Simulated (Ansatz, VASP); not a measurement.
# GaSe2 in VASP and in Ansatz

INCAR

```
SYSTEM = GaSe2
PREC     = Accurate       ! precision mode
ENCUT    = 520            ! plane-wave cutoff, eV
EDIFF    = 1E-7           ! SCF threshold, eV
ISMEAR   = -1             ! smearing method
SIGMA    = 0.1            ! smearing width, eV
LREAL    = .FALSE.        ! projectors in reciprocal space
LASPH    = .TRUE.         ! aspherical terms in the spheres
NELM     = 60             ! most SCF steps
ALGO     = Normal         ! electronic algorithm
ISIF     = 2              ! what is computed and relaxed
LWAVE    = .FALSE.        ! write WAVECAR
LCHARG   = .FALSE.        ! write CHGCAR
GGA      = PE             ! functional
NBANDS   = 34             ! bands
```

Contents of KPOINTS:

```
regular mesh
0
G
  8 8 8
  0 0 0
```

POSCAR

```
GaSe2
1.0
    0.0000000000      4.1547279218      4.1547279218
    4.1547279218      0.0000000000      4.1547279218
    4.1547279218      4.1547279218      0.0000000000
Ga Se
2 4
Direct
    0.5000000000      0.5000000000      0.5000000000
    0.7500000000      0.7500000000      0.7500000000
    0.1250000000      0.1250000000      0.1250000000
    0.6250000000      0.1250000000      0.1250000000
    0.1250000000      0.6250000000      0.1250000000
    0.1250000000      0.1250000000      0.6250000000
```

Input for Ansatz:

```yaml
crystal:
  lattice:
    - [0.0, 4.1547279218, 4.1547279218]
    - [4.1547279218, 0.0, 4.1547279218]
    - [4.1547279218, 4.1547279218, 0.0]
  atoms:
    - { symbol: Ga, position: [0.5, 0.5, 0.5] }
    - { symbol: Ga, position: [0.75, 0.75, 0.75] }
    - { symbol: Se, position: [0.125, 0.125, 0.125] }
    - { symbol: Se, position: [0.625, 0.125, 0.125] }
    - { symbol: Se, position: [0.125, 0.625, 0.125] }
    - { symbol: Se, position: [0.125, 0.125, 0.625] }
basis:
  ecutwfc: 420
kpoints:
  mp_grid: { grid: [8, 8, 8] }
hamiltonian:
  xc: pbe
scf:
  occupations: { method: fermi_dirac, width: 0.05 }
  n_extra_bands: 16
output:
  forces: true
  eigenvalues: true
  stress: true
```

Alike in both runs: task single point; functional PBE; k mesh 8 × 8 × 8; no spin polarisation.

|  | VASP | Ansatz |
| --- | --- | --- |
| version | VASP 6.6.1 | Ansatz 0.2.0 |
| potentials or method | VASP PAW PBE potentials, release 64 (Ga_d, Se), cutoff 520 eV | scalar-relativistic, plane waves, PAW |
| occupations | fermi-dirac, width 0.1 eV | fermi-dirac, width 0.05 eV |
| valence electrons in the cell | 50 | 90 |

```tsv
	VASP	Ansatz	Ansatz less VASP
gap on the k mesh at the Fermi level (eV)	none	none	-
pressure (GPa)	0.0	0.0	0.00
```

A gap of «none» marks a metal or a gap that the smearing closes. VASP's potentials hold 50 valence electrons a cell and Ansatz's 90, so a difference there can come from the potentials and not from the codes.
